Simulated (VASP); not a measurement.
# AlN (dq13) (P6_3mc) in VASP: vibrations by perturbation theory with LDA

Aim: the vibrations by perturbation theory of AlN (dq13) with LDA.

Everything below comes from runs of VASP 6.6.1. Logs are shortened: lines on timing, memory, paths and dates and some standing lists are left out, and cuts for length are marked.

### 1 The cell of the first run

Symmetry: P6_3mc, No. 186, hexagonal system. The conventional cell has a = 3.089 Å, b = 3.089 Å, c = 4.943 Å, α = 90.00°, β = 90.00°, γ = 120.00°. Al (site symmetry 3m) has 4 N at 1.88 to 1.89 Å within 2.5 Å. N (site symmetry 3m) has 4 Al at 1.88 to 1.89 Å within 2.5 Å.

### 2 Vibrations by perturbation theory, LDA

Contents of INCAR:

```
SYSTEM = AlN
PREC     = Accurate       ! precision mode
ENCUT    = 520            ! plane-wave cutoff, eV
EDIFF    = 1E-8           ! SCF threshold, eV
ISMEAR   = 0              ! smearing method
SIGMA    = 0.01           ! smearing width, eV
LREAL    = .FALSE.        ! projectors in reciprocal space
LASPH    = .TRUE.         ! aspherical terms in the spheres
NELM     = 100            ! most SCF steps
ALGO     = Normal         ! electronic algorithm
ISIF     = 2              ! what is computed and relaxed
LWAVE    = .FALSE.        ! write WAVECAR
LCHARG   = .FALSE.        ! write CHGCAR
GGA      = CA             ! functional
NBANDS   = 16             ! bands
IBRION   = 8              ! ionic algorithm
NSW      = 1              ! ionic steps
LEPSILON = .TRUE.         ! dielectric tensor by DFPT
```

Contents of KPOINTS:

```
Automatic mesh
0
G
  12 12 4
  0 0 0
```

Contents of POSCAR:

```
AlN
1.0
    3.0886447092      0.0000000000      0.0000000000
   -1.5443223546      2.6748447814      0.0000000000
    0.0000000000      0.0000000000      4.9430764481
Al N
2 2
Direct
    0.6666666667      0.3333333333      0.4990076329
    0.3333333333      0.6666666667      0.9990076329
    0.6666666667      0.3333333333      0.8809923671
    0.3333333333      0.6666666667      0.3809923671
```

Potentials or basis: VASP PAW LDA potentials, release 64 (Al, N).

Run with:

```
$ cat potpaw_LDA.64/Al/POTCAR potpaw_LDA.64/N/POTCAR > POTCAR
$ mpirun -np 1 vasp_std > vasp.out
```

OUTCAR:

```text
SYSTEM = AlN
   PREC = Accurate
   ENCUT = 520
   EDIFF = 1E-8
   ISMEAR = 0
   LREAL = .FALSE.
   LASPH = .TRUE.
   NELM = 100
   ISIF = 2
   GGA = CA
   IBRION = 8
   NSW = 1
   LEPSILON = .TRUE.

 ion  position               nearest neighbor table
   1  0.667  0.333  0.499-   4 1.88   4 1.88   4 1.88   3 1.89   2 3.05   2 3.05   2 3.05   2 3.05
                             2 3.05   2 3.05
   2  0.333  0.667  0.999-   3 1.88   3 1.88   3 1.88   4 1.89   1 3.05   1 3.05   1 3.05   1 3.05
                             1 3.05   1 3.05
   3  0.667  0.333  0.881-   2 1.88   2 1.88   2 1.88   1 1.89
   4  0.333  0.667  0.381-   1 1.88   1 1.88   1 1.88   2 1.89

  LATTYP: Found a hexagonal cell.
 ALAT       =     3.0886447092
 C/A-ratio  =     1.6004030614

  Lattice vectors:

 A1 = (   3.0886447092,   0.0000000000,   0.0000000000)
 A2 = (  -1.5443223546,   2.6748447814,   0.0000000000)
 A3 = (   0.0000000000,   0.0000000000,   4.9430764481)

Analysis of symmetry for initial positions (statically):
=====================================================================
 Subroutine PRICEL returns:
 Original cell was already a primitive cell.

 Routine SETGRP: Setting up the symmetry group for a
 hexagonal supercell.

 Subroutine GETGRP returns: Found 12 space group operations
 (whereof  6 operations were pure point group operations)
 out of a pool of 24 trial point group operations.

The static configuration has the point symmetry C_3v.
 The point group associated with its full space group is C_6v.

Analysis of symmetry for dynamics (positions and initial velocities):
=====================================================================
 Subroutine PRICEL returns:
 Original cell was already a primitive cell.

 Routine SETGRP: Setting up the symmetry group for a
 hexagonal supercell.

 Subroutine GETGRP returns: Found 12 space group operations
 (whereof  6 operations were pure point group operations)
 out of a pool of 24 trial point group operations.

The dynamic configuration has the point symmetry C_3v.
 The point group associated with its full space group is C_6v.

 Subroutine INISYM returns: Found 12 space group operations
 (whereof  6 operations are pure point group operations),
 and found     1 'primitive' translations

----------------------------------------------------------------------------------------

                                     Primitive cell

  volume of cell :      40.8379

  direct lattice vectors                    reciprocal lattice vectors
     3.088644709  0.000000000  0.000000000     0.323766601  0.186926734  0.000000000
    -1.544322355  2.674844781  0.000000000     0.000000000  0.373853469  0.000000000
     0.000000000  0.000000000  4.943076448     0.000000000  0.000000000  0.202303163

  length of vectors
     3.088644709  3.088644709  4.943076448     0.373853469  0.373853469  0.202303163

  position of ions in fractional coordinates (direct lattice)
     0.666666667  0.333333333  0.499007633
     0.333333333  0.666666667  0.999007633
     0.666666667  0.333333333  0.880992367
     0.333333333  0.666666667  0.380992367

  ion indices of the primitive-cell ions
   primitive index   ion index
                 1           1
                 2           2
                 3           3
                 4           4

----------------------------------------------------------------------------------------
[... 625 lines left out ...]

--------------------------------------- Ionic step        2  -------------------------------------------

------------------------ aborting loop because EDIFF is reached ----------------------------------------

--------------------------------------- Ionic step        3  -------------------------------------------

------------------------ aborting loop because EDIFF is reached ----------------------------------------

 PIEZOELECTRIC TENSOR FIELD DIRECTION 3  (e Angst)
 -----------------------------------------------------------------------------
     0.64897  0.00000 -0.00000           (  0.00854  0.00000 -0.00000)
     0.00000  0.64897 -0.00000           (  0.00000  0.00854  0.00000)
    -0.00000  0.00000 -0.95938           ( -0.00000  0.00000 -0.01272)

 PIEZOELECTRIC TENSOR FIELD DIRECTION 3  (C/m^2)
 -----------------------------------------------------------------------------
     0.25461  0.00000 -0.00000
     0.00000  0.25461 -0.00000
    -0.00000  0.00000 -0.37639

[... ionic steps 4 to 9 ...]

--------------------------------------- Ionic step       10  -------------------------------------------

------------------------ aborting loop because EDIFF is reached ----------------------------------------

[... ionic steps 11 to 11 ...]

--------------------------------------- Ionic step       12  -------------------------------------------

 Free energy of the ion-electron system (eV)
  ---------------------------------------------------
  ---------------------------------------------------
  free energy    TOTEN  =        -0.25069429 eV

  energy without entropy =       -0.25069429

------------------------ aborting loop because EDIFF is reached ----------------------------------------

 INTERNAL STRAIN TENSOR  FOR ION    3  DIRECTION 3   (eV/Angst):
 -----------------------------------------------------------------------------
     5.98694 -0.00000  0.00000
     0.00000  5.98694  0.00000
     0.00000  0.00000-13.25240

 MACROSCOPIC STATIC DIELECTRIC TENSOR (including local field effects in DFT)
 ------------------------------------------------------
           4.395994    -0.000000     0.000000
           0.000000     4.395994     0.000000
           0.000000    -0.000000     4.617827
 ------------------------------------------------------

 PIEZOELECTRIC TENSOR (including local field effects)  for field in x, y, z        (e  Angst)
          XX          YY          ZZ          XY          YZ          ZX
  --------------------------------------------------------------------------------
  x     0.00000    -0.00000     0.00000     0.00000     0.00000     0.85084
  y     0.00000     0.00000     0.00000    -0.00000     0.85084     0.00000
  z     0.64897     0.64897    -0.95938     0.00000     0.00000     0.00000

 PIEZOELECTRIC TENSOR (including local field effects)  for field in x, y, z        (C/m^2)
          XX          YY          ZZ          XY          YZ          ZX
  --------------------------------------------------------------------------------
  x     0.00000    -0.00000     0.00000     0.00000     0.00000     0.33381
  y     0.00000     0.00000     0.00000    -0.00000     0.33381     0.00000
  z     0.25461     0.25461    -0.37639     0.00000     0.00000     0.00000

 BORN EFFECTIVE CHARGES (including local field effects) (in |e|, cummulative output)
 ---------------------------------------------------------------------------------
 ion    1
    1     2.50922    -0.00000     0.00000
    2     0.00000     2.50922     0.00000
    3     0.00000     0.00000     2.67134
 ion    2
    1     2.50922     0.00000     0.00000
    2     0.00000     2.50922     0.00000
    3     0.00000     0.00000     2.67134
 ion    3
    1    -2.50922     0.00000     0.00000
    2     0.00000    -2.50922     0.00000
    3     0.00000     0.00000    -2.67134
 ion    4
    1    -2.50922     0.00000     0.00000
    2     0.00000    -2.50922     0.00000
    3     0.00000    -0.00000    -2.67134

 INTERNAL STRAIN TENSOR FOR ION    4 for displacements in x,y,z  (eV/Angst):
          X           Y           Z          XY          YZ          ZX
  --------------------------------------------------------------------------------
  x     0.00000     0.00000     0.00000   -11.25251    -0.00000     5.66412
  y   -11.25251    11.25251     0.00000     0.00000     5.75561     0.00000
  z     5.98694     5.98694   -13.25240     0.00000     0.00000     0.00000

 SECOND DERIVATIVES (NOT SYMMETRIZED)
 ------------------------------------
               1X          1Y          1Z          2X          2Y          2Z          3X          3Y          3Z          4X          4Y          4Z
  1X   -16.569860    0.000000    0.000000    0.677459   -0.000000    0.000000    1.481632    0.000000   -0.000000   14.410769   -0.000000    0.000000
  1Y     0.000000  -16.569860    0.000000    0.000000    0.677459    0.000000    0.000000    1.481632    0.000000    0.000000   14.410769   -0.000000
  1Z     0.000000    0.000000  -21.949925    0.000000    0.000000    8.639791   -0.000000    0.000000    6.821067    0.000000    0.000000    6.489067
  2X     0.677459   -0.000000    0.000000  -16.569860    0.000000   -0.000000   14.410769   -0.000000   -0.000000    1.481632    0.000000   -0.000000
  2Y     0.000000    0.677459   -0.000000    0.000000  -16.569860   -0.000000    0.000000   14.410769    0.000000    0.000000    1.481632    0.000000
  2Z     0.000000    0.000000    8.639791    0.000000    0.000000  -21.949925    0.000000   -0.000000    6.489067    0.000000   -0.000000    6.821067
  3X     1.479509    0.000000    0.000000   14.406799    0.000000    0.000000  -16.636199   -0.000000    0.000000    0.749891    0.000000   -0.000000
  3Y    -0.000000    1.479509    0.000000    0.000000   14.406799    0.000000    0.000000  -16.636199    0.000000    0.000000    0.749891    0.000000
  3Z     0.000000   -0.000000    6.774146    0.000000    0.000000    6.525289    0.000000    0.000000  -20.552378    0.000000    0.000000    7.252943
  4X    14.406799   -0.000000   -0.000000    1.479509    0.000000   -0.000000    0.749891    0.000000    0.000000  -16.636199   -0.000000   -0.000000
  4Y    -0.000000   14.406799   -0.000000   -0.000000    1.479509   -0.000000    0.000000    0.749891   -0.000000    0.000000  -16.636199    0.000000
  4Z    -0.000000    0.000000    6.525289   -0.000000    0.000000    6.774146    0.000000    0.000000    7.252943   -0.000000    0.000000  -20.552378

 Eigenvectors and eigenvalues of the dynamical matrix
 ----------------------------------------------------

   1 f  =   22.032501 THz   138.434285 2PiTHz  734.925120 cm-1    91.119061 meV
             X         Y         Z           dx          dy          dz
      1.544322  0.891615  2.466633     0.000000   -0.000000    0.012393
     -0.000000  1.783230  4.938171     0.000000   -0.000000   -0.012393
      1.544322  0.891615  4.354813    -0.000000    0.000000   -0.706998
     -0.000000  1.783230  1.883274    -0.000000    0.000000    0.706998
[... 71 lines left out ...]
  12 f/i=    0.003582 THz     0.022505 2PiTHz    0.119477 cm-1     0.014813 meV
             X         Y         Z           dx          dy          dz
      1.544322  0.891615  2.466633     0.000000    0.000000    0.573664
     -0.000000  1.783230  4.938171     0.000000    0.000000    0.573664
      1.544322  0.891615  4.354813     0.000000    0.000000    0.413412
     -0.000000  1.783230  1.883274     0.000000    0.000000    0.413412

--------------------------------------------------------------------------------------------------------

 MACROSCOPIC STATIC DIELECTRIC TENSOR IONIC CONTRIBUTION
 ------------------------------------------------------
           3.511578    -0.000000     0.000000
          -0.000000     3.511578    -0.000000
           0.000000    -0.000000     4.753149
 ------------------------------------------------------

 ELASTIC MODULI CONTR FROM IONIC RELAXATION (kBar)
 Direction    XX          YY          ZZ          XY          YZ          ZX
 --------------------------------------------------------------------------------
 XX        -790.8946    366.9941    469.1274      0.0000     -0.0000     -0.0000
 YY         366.9941   -790.8946    469.1274      0.0000      0.0000      0.0000
 ZZ         469.1274    469.1274  -1038.3597     -0.0000     -0.0000      0.0000
 XY           0.0000      0.0000     -0.0000   -578.9443     -0.0000     -0.0000
 YZ           0.0000      0.0000     -0.0000     -0.0000   -148.9425      0.0000
 ZX          -0.0000      0.0000      0.0000     -0.0000      0.0000   -155.8432
 --------------------------------------------------------------------------------

 PIEZOELECTRIC TENSOR IONIC CONTR  for field in x, y, z        (C/m^2)
          XX          YY          ZZ          XY          YZ          ZX
  --------------------------------------------------------------------------------
  x    -0.00000     0.00000     0.00000    -0.00000     0.00000    -0.69609
  y    -0.00000     0.00000    -0.00000    -0.00000    -0.68051     0.00000
  z    -0.94445    -0.94445     2.09044     0.00000     0.00000    -0.00000
```

It took 9.1 min on 1 thread of Intel Xeon Platinum 8488C (Sapphire Rapids), shared host; peak memory 0.49 GiB.

What came out:

```
Electronic dielectric tensor (diagonal)                 : 4.40, 4.40, 4.62
Born charges (mean of the diagonal)                     : Al +2.56; N -2.56 e
Highest phonon frequency at Γ, LO-TO splitting left out : 735 cm⁻¹
```

Phonon frequencies in cm⁻¹ (negative: imaginary):
```csv
q point,frequencies
"(0.000, 0.000, 0.000)",0 0 0 239 239 555 626 674 674 685 685 735
```

Electronic dielectric tensor:
```
4.40 0.00 0.00
0.00 4.40 0.00
0.00 0.00 4.62
```

Born effective charge tensors (e):
atom 1, Al
```
2.51 0.00 0.00
0.00 2.51 0.00
0.00 0.00 2.67
```
atom 2, Al
```
2.51 0.00 0.00
0.00 2.51 0.00
0.00 0.00 2.67
```
atom 3, N
```
-2.51  0.00  0.00
 0.00 -2.51  0.00
 0.00  0.00 -2.67
```
atom 4, N
```
-2.51  0.00  0.00
 0.00 -2.51  0.00
 0.00  0.00 -2.67
```
